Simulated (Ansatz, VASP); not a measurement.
# Two plane-wave programs on SnSe

The input INCAR:

```
PREC = Accurate
ENCUT = 520
EDIFF = 1E-7
ISMEAR = -1
SIGMA = 0.08
LREAL = F
LASPH = T
NELM = 100
ALGO = Normal
ISIF = 2
LWAVE = F
LCHARG = F
GGA = PS
NBANDS = 17
```

Contents of KPOINTS:

```
regular mesh
0
Gamma
  12 12 12
```

File POSCAR:

```
SnSe
1.0
    0.0000000000      3.2578322384      3.2578322384
    3.2578322384      0.0000000000      3.2578322384
    3.2578322384      3.2578322384      0.0000000000
Sn Se
1 1
Direct
    0.0000000000      0.0000000000      0.0000000000
    0.2500000000      0.2500000000      0.2500000000
```

Input for Ansatz:

```yaml
crystal:
  lattice:
    - [0.0, 3.2578322384, 3.2578322384]
    - [3.2578322384, 0.0, 3.2578322384]
    - [3.2578322384, 3.2578322384, 0.0]
  atoms:
    - { symbol: Sn, position: [0.0, 0.0, 0.0] }
    - { symbol: Se, position: [0.25, 0.25, 0.25] }
kpoints:
  mp_grid: { grid: [12, 12, 12] }
scf:
  occupations: { method: fermi_dirac, width: 0.08 }
hamiltonian:
  xc: pbesol
  pseudopotentials: { kind: paw }
output:
  forces: true
  stress: true
  eigenvalues: true
  populations: true
```

Change from the starting cell: volume scaled by 0.94, PAW files.

Alike in both runs: task single point; functional PBEsol; k mesh 12 × 12 × 12; occupations fermi-dirac, width 0.08 eV; no spin polarisation.

```csv
,VASP,Ansatz
version,VASP 6.6.1,Ansatz 0.2.0
potentials or method,"VASP PAW PBE potentials, release 64 (Sn_d, Se)","PAW with Ansatz's default frozen-core files, scalar-relativistic"
plane-wave cutoff (eV),520,420
valence electrons in the cell,20,30
```

```tsv
	VASP	Ansatz	Ansatz less VASP
pressure (GPa)	2.2	2.2	-0.02
```

VASP's potentials were made for PBE, not for PBEsol. VASP's potentials hold 20 valence electrons a cell and Ansatz's 30, so a difference there can come from the potentials and not from the codes.
